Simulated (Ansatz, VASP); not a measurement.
## Two plane-wave programs on HfN

File INCAR:

```
PREC = Accurate
ENCUT = 520
EDIFF = 1E-6
ISMEAR = -1
SIGMA = 0.05
LREAL = F
LASPH = T
NELM = 80
ALGO = Normal
ISIF = 2
LWAVE = F
LCHARG = T
GGA = CA
LELF = T
LVHAR = T
NBANDS = 14
```

Contents of KPOINTS:

```
regular mesh
0
Gamma
  10 10 10
```

File POSCAR:

```
HfN
1.0
    0.0000000000      2.4132068080      2.4132068080
    2.4132068080      0.0000000000      2.4132068080
    2.4132068080      2.4132068080      0.0000000000
Hf N
1 1
Direct
    0.0000000000      0.0000000000      0.0000000000
    0.7500000000      0.7500000000      0.7500000000
```

Input for Ansatz:

```yaml
crystal:
  lattice:
    - [0.0, 2.413206807998873, 2.413206807998873]
    - [2.413206807998873, 0.0, 2.413206807998873]
    - [2.413206807998873, 2.413206807998873, 0.0]
  atoms:
    - { symbol: Hf, position: [0.0, 0.0, 0.0] }
    - { symbol: "N", position: [0.75, 0.75, 0.75] }
basis:
  ecutwfc: 557.833418042754
kpoints:
  mp_grid:
    grid: [10, 10, 10]
hamiltonian:
  xc: lda
  pseudopotentials:
    kind: paw
scf:
  occupations:
    method: fermi_dirac
    width: 0.05
output:
  stress: true
```

Alike in both runs: task single point; functional LDA; k mesh 10 × 10 × 10; occupations fermi-dirac, width 0.05 eV; no spin polarisation.

|  | VASP | Ansatz |
| --- | --- | --- |
| version | VASP 6.6.1 | Ansatz 0.2.0 |
| potentials or method | VASP PAW LDA potentials, release 64 (Hf_pv, N), cutoff 520 eV | plane waves, PAW |
| valence electrons in the cell | 15 | 31 |

```csv
,VASP,Ansatz,Ansatz less VASP
pressure (GPa),0.1,0.3,+0.14
```

LDA's correlation is that of Perdew and Zunger in VASP and of Perdew and Wang (1992) in Ansatz. VASP's potentials hold 15 valence electrons a cell and Ansatz's 31, so a difference there can come from the potentials and not from the codes.

Neither program's run includes spin-orbit coupling.
